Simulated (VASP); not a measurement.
Wanted: the native input for a VASP 6.6.1 run.

```
Task                   : single point
Functional             : PBE
Potentials or basis    : VASP PAW PBE potentials, release 64 (Tl_d, O)
Cutoff                 : 520 eV
k mesh                 : 6 × 6 × 6
Occupations            : gaussian, width 0.1 eV
Spin                   : no spin polarisation
Dipole correction      : no
Further INCAR settings : ALGO = Normal; EDIFF = 1e-07; NBANDS = 20
```

The structure of TlO2 lies in POSCAR:

```
TlO2
1.0
    4.0644310854      0.0000000000      0.0000000000
   -2.0322155427      3.5199005719      0.0000000000
    0.0000000000      0.0000000000      2.8587753202
Tl O
1 2
Direct
    0.0000000000      0.0000000000      0.0000000000
    0.3333333333      0.6666666667      0.5000000000
    0.6666666667      0.3333333333      0.5000000000
```

One way to write it, as run:

INCAR

```
SYSTEM = TlO2
ALGO     = Normal         ! electronic algorithm
EDIFF    = 1E-7           ! SCF threshold, eV
ENCUT    = 520            ! plane-wave cutoff, eV
GGA      = PE             ! functional
ISIF     = 2              ! what is computed and relaxed
ISMEAR   = 0              ! smearing method
LASPH    = .True.         ! aspherical terms in the spheres
LCHARG   = .True.         ! write CHGCAR
LELF     = .True.         ! ELF
LREAL    = .False.        ! projectors in reciprocal space
LVHAR    = .True.       
LWAVE    = .False.        ! write WAVECAR
NBANDS   = 20             ! bands
NELM     = 80             ! most SCF steps
PREC     = Accurate       ! precision mode
SIGMA    = 0.1            ! smearing width, eV
```

KPOINTS

```
k-points
0
Gamma
  6 6 6
  0 0 0
```

Potentials or basis: VASP PAW PBE potentials, release 64 (Tl_d, O).

Command:

```sh
$ cat potpaw_PBE.64/Tl_d/POTCAR potpaw_PBE.64/O/POTCAR > POTCAR
$ mpirun -np 1 vasp_std > vasp.out
```

It gave:

The pressure is -4.9 GPa.

Caveat: the k points lie up to 0.37 Å⁻¹ apart; an odd number of electrons without spin polarisation forces a metal; a magnetic or distorted state may lie lower.

Wall time 29 s on 1 thread of Intel Xeon 8259CL, on a shared host, peak memory 0.16 GiB.
